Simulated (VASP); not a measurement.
Here is a VASP 6.6.1 calculation.

INCAR

```
PREC     = Accurate       # precision mode
ENCUT    = 520            # plane-wave cutoff, eV
EDIFF    = 1E-6           # SCF threshold, eV
ISMEAR   = -1             # smearing method
SIGMA    = 0.15           # smearing width, eV
LREAL    = F              # projectors in reciprocal space
LASPH    = T              # aspherical terms in the spheres
NELM     = 80             # most SCF steps
ALGO     = Normal         # electronic algorithm
ISIF     = 2              # what is computed and relaxed
LWAVE    = F              # write WAVECAR
LCHARG   = F              # write CHGCAR
GGA      = PS             # functional
IVDW     = 13             # dispersion correction
NBANDS   = 18             # bands
```

File KPOINTS:

```
regular mesh
0
Gamma
  9 9 6
```

File POSCAR:

```
PtSe2
1.0
    3.6488573179      0.0000000000      0.0000000000
   -1.8244286590      3.1600031321      0.0000000000
    0.0000000000      0.0000000000      4.2572920401
Pt Se
1 2
Direct
    0.0000000000      0.0000000000      0.0000000000
    0.3333333333      0.6666666667      0.2899651080
    0.6666666667      0.3333333333      0.7100348920
```

Potentials or basis: VASP PAW PBE potentials, release 64 (Pt, Se).

Launch:

```console
$ cat potpaw_PBE.64/Pt/POTCAR potpaw_PBE.64/Se/POTCAR > POTCAR
$ mpirun -np 1 vasp_std > vasp.out
```

**Question.** Estimate the largest force.

**Answer.** 0.025 eV/Å.

**Question.** What does it give for the pressure?

**Answer.** 20.3 GPa.

Forces in eV/Å, atoms in the order of the input:
```
Pt   0.000  0.000  0.000
Se   0.000  0.000  0.025
Se   0.000  0.000 -0.025
```

Caveat: the PAW data sets were made with another functional, which shifts forces and pressure a little; pairwise dispersion overbinds metals, which lowers pressure and volume.
